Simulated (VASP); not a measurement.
Runs of VASP 6.6.1 on Zr. The structure is that of space group Pm-3m (No. 221), or close to it. The cells are those of the table. 

```tsv
cell	k mesh	gap on the mesh (eV)	pressure (GPa)
a = 2.832 Å, 1 atom	13 × 13 × 13	none	(c)
a = 2.832 Å, 1 atom	18 × 18 × 18	none	0.5
a = 2.793 Å, 1 atom	13 × 13 × 13	none	4.3
a = 2.869 Å, 1 atom	13 × 13 × 13	none	(b)
a = 2.941 Å, 1 atom	13 × 13 × 13	none	-6.8
a = 2.754 Å, 1 atom	13 × 13 × 13	none	8.6
a = 2.905 Å, 1 atom	13 × 13 × 13	none	(a)
a = 2.714 Å, 1 atom	13 × 13 × 13	none	13.7
```

Alike in all rows: task single point; level LDA; potentials or basis VASP PAW LDA potentials, release 64 (Zr_sv); no spin polarisation; cutoff (eV) 520; smearing fermi-dirac 0.1 eV.

Q: Estimate the missing entries.

A: (a) -4.7; (b) -2.2; (c) 0.8.

A k mesh can miss the band edges, and the runs leave out spin-orbit coupling on Zr.

A gap of «none» marks levels without a gap at the run's occupations.
